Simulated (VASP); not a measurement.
Crystal: BeTe.

```
Be Te
1.0
     0.00000    2.82862    2.82862
     2.82862    0.00000    2.82862
     2.82862    2.82862    0.00000
Be Te
1 1
Direct
  0.00000 0.00000 0.00000
  0.25000 0.25000 0.25000
```

Base run:

| Property | Result |
| --- | --- |
| Program | VASP 6.6.1 |
| Functional | r2SCAN |
| Potentials or basis | VASP PAW PBE potentials, release 64 (Be, Te) |
| Cutoff | 520 eV |
| k mesh | 6 × 6 × 6 |
| Occupations | gaussian, width 0.01 eV |
| Spin | no spin polarisation |

Its results: band gap on the k mesh 2.37 eV, indirect (least direct gap 4.03 eV); pressure 0.2 GPa.

Q: The run is repeated on the same cell with these changes: functional from r2SCAN to PBE; further incar settings from ALGO = Normal; EDIFF = 1e-07; NBANDS = 11 to ALGO = Normal; EDIFF = 1e-06; NBANDS = 11. What comes out?

A: Band gap on the k mesh 2.01 eV, indirect (least direct gap 3.62 eV); pressure 0.4 GPa.

Caveats: spin-orbit coupling is left out, which moves the levels of the heavy elements; the PAW data sets were made with another functional, which shifts forces and pressure a little (some runs).

A k mesh can miss the band edges.
